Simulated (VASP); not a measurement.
Ta: relaxation of cell and atoms with PBE

Ta:

```xyz
1
Lattice="-1.6513 1.6513 1.6513 1.6513 -1.6513 1.6513 1.6513 1.6513 -1.6513" Properties=species:S:1:pos:R:3 pbc="T T T"
Ta    0.0000    0.0000    0.0000
```

```yaml
Program: VASP 6.6.1
Task: relaxation of cell and atoms
Functional: PBE
Potentials_or_basis: VASP PAW PBE potentials, release 64 (Ta_pv)
Cutoff: 600 eV
k_mesh: 14 × 14 × 14
Occupations: fermi-dirac, width 0.1 eV
Spin: no spin polarisation
Target_pressure: 40 GPa
Dipole_correction: no
Further_INCAR_settings: ALGO = Normal; EDIFF = 1e-06; IBRION = 2; EDIFFG = -0.05; NSW = 80; ISIF = 3
```

The relaxed volume is 15.74 Å³/atom and the relaxed cell is a = 2.734 Å, b = 2.734 Å, c = 2.734 Å, α = 109.47°, β = 109.47°, γ = 109.47°. The space group after relaxing (to 0.05 Å) is Im-3m (No. 229). The energy change on relaxing (the enthalpy is what falls) is +281.0 meV/atom and the ionic steps are 5. The pressure after relaxing is 40.0 GPa.

Step by step:
| step | energy change (eV) | largest force (eV/Å) | pressure (GPa) | volume (Å³) |
| --- | --- | --- | --- | --- |
| 1 | 0.0000 | 0.0000 | 3.29 | 18.01 |
| 2 | 7.8679 | 0.0000 | 495.22 | 9.25 |
| 3 | 0.1938 | 0.0000 | 32.04 | 16.13 |
| 4 | 0.2455 | 0.0000 | 36.88 | 15.89 |
| 5 | 0.2810 | 0.0000 | 39.99 | 15.74 |

Final structure:
```xyz
1
Lattice="-1.5787 1.5787 1.5787 1.5787 -1.5787 1.5787 1.5787 1.5787 -1.5787" Properties=species:S:1:pos:R:3 pbc="T T T"
Ta    0.0000    0.0000    0.0000
```

Levels at points of the mesh, in eV from the Fermi level:
```tsv
k point	band 2	band 3	band 4	band 5	band 6	band 7	band 8	band 9
(0.00, 0.00, 0.00)	-32.53	-32.53	-8.41	0.71	0.71	0.71	4.48	4.48
(0.50, 0.00, 0.00)	-33.09	-32.54	-5.03	-1.99	2.33	4.48	5.67	9.21
(0.50, 0.50, 0.50)	-33.76	-33.76	-4.69	-4.69	8.00	8.00	8.00	10.01
```

Wall time 48 s on 1 thread of Intel(R) Xeon(R) Platinum 8488C (Sapphire Rapids), on a shared host, peak memory 0.17 GiB.

Caveat: the cell is relaxed towards a set pressure, so the enthalpy falls and the energy may rise; spin-orbit coupling is left out, which moves the levels of the heavy elements.
